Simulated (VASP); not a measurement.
A run of VASP 6.6.1:

The input INCAR:

```
PREC = Accurate
ENCUT = 520
EDIFF = 1E-6
ISMEAR = -1
SIGMA = 0.1
LREAL = False
LASPH = True
NELM = 120
ALGO = Normal
ISIF = 2
LWAVE = False
LCHARG = True
GGA = PE
LELF = True
LVHAR = True
NBANDS = 51
GGA_COMPAT = False
```

File KPOINTS:

```
regular mesh
0
Gamma
  3 3 3
```

POSCAR

```
RbCdN3O6
1.0
    5.6135740000     -0.0379950000      0.4671900000
    0.0969270000      5.5088160000      0.1803260000
   -0.1866000000     -0.5329310000      5.7113950000
Cd N O Rb
1 3 6 1
Direct
    0.2688758301      0.1606213943      0.4463875616
    1.0264422307      0.7710777268      0.3013272750
    0.6781952381      0.2751287340      0.2032130684
    0.1338026905      0.8002782643      0.1681772566
    0.5835202898      0.4304256558      0.3214372704
    0.8257523487      0.1067087326      0.3865534429
    0.9185463810      0.2089785358      0.0438089211
    0.1459681658      0.5369153228      0.1511934195
    0.9014518297      0.1540625814      0.6751788715
    0.2428875726      0.5024385132      0.7220161848
    0.7205355797      0.6860974017      0.8894220733
```

Potentials or basis: VASP PAW PBE potentials, release 64 (Cd_sv_GW, N, O, Rb_sv).

Launch:

```bash
$ cat potpaw_PBE.64/Cd_sv_GW/POTCAR potpaw_PBE.64/N/POTCAR potpaw_PBE.64/O/POTCAR potpaw_PBE.64/Rb_sv/POTCAR > POTCAR
$ mpirun -np 1 vasp_std > vasp.out
```

Hardware: 1 thread of AMD EPYC 9R45 96-Core Processor (Zen 5), on a shared host.

Question: Estimate the wall time of this run.

Answer: Run time: 110 s on 1 thread of AMD EPYC 9R45 96-Core Processor (Zen 5) (shared host), peak memory 0.33 GiB. Counts: scf iterations 20, k points 14.
